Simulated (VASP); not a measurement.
Set up this calculation in VASP 6.6.1, as the native input.

```yaml
Task: single point
Functional: PBEsol
Potentials_or_basis: VASP PAW PBE potentials, release 64 (Ta_pv, N)
Cutoff: 520 eV
k_mesh: 26 × 26 × 26
Occupations: gaussian, width 0.15 eV
Spin: no spin polarisation
Dipole_correction: no
Further_INCAR_settings: ALGO = Normal; EDIFF = 1e-07; NBANDS = 15
```

The structure of TaN lies in POSCAR:

```
TaN
1.0
   -0.4741369280      1.9782954583      1.9782954583
    1.9782954583     -0.4741369280      1.9782954583
    1.9782954583      1.9782954583     -0.4741369280
Ta N
1 1
Direct
    0.5000000000      0.5000000000      0.5000000000
    0.0000000000      0.0000000000      0.0000000000
```

This cell differs from its parent crystal: ratio of the length along [111] to the lengths across it x 0.71, volume and fractional coordinates fixed.

These files were run (other wordings do the same):

INCAR

```
ALGO = Normal
EDIFF = 1E-7
ENCUT = 520
GGA = PS
ISIF = 2
ISMEAR = 0
LASPH = True
LCHARG = False
LREAL = False
LWAVE = False
NBANDS = 15
NELM = 60
PREC = Accurate
SIGMA = 0.15
```

KPOINTS

```
k-points
0
Gamma
  26 26 26
```

Potentials or basis: VASP PAW PBE potentials, release 64 (Ta_pv, N).

Command:

```sh
$ cat potpaw_PBE.64/Ta_pv/POTCAR potpaw_PBE.64/N/POTCAR > POTCAR
$ mpirun -np 1 vasp_std > vasp.out
```

It gave:

```
Pressure               : -0.1 GPa
Band gap on the k mesh : zero (bands 8 and 9 overlap by 6.49 eV)
```

Caveat: the PAW data sets were made with another functional, which shifts forces and pressure a little; spin-orbit coupling is left out, which moves the levels of the heavy elements.

Wall time 7.6 min on 1 thread of Intel Xeon 8259CL, with other jobs on the host, peak memory 0.6 GiB.
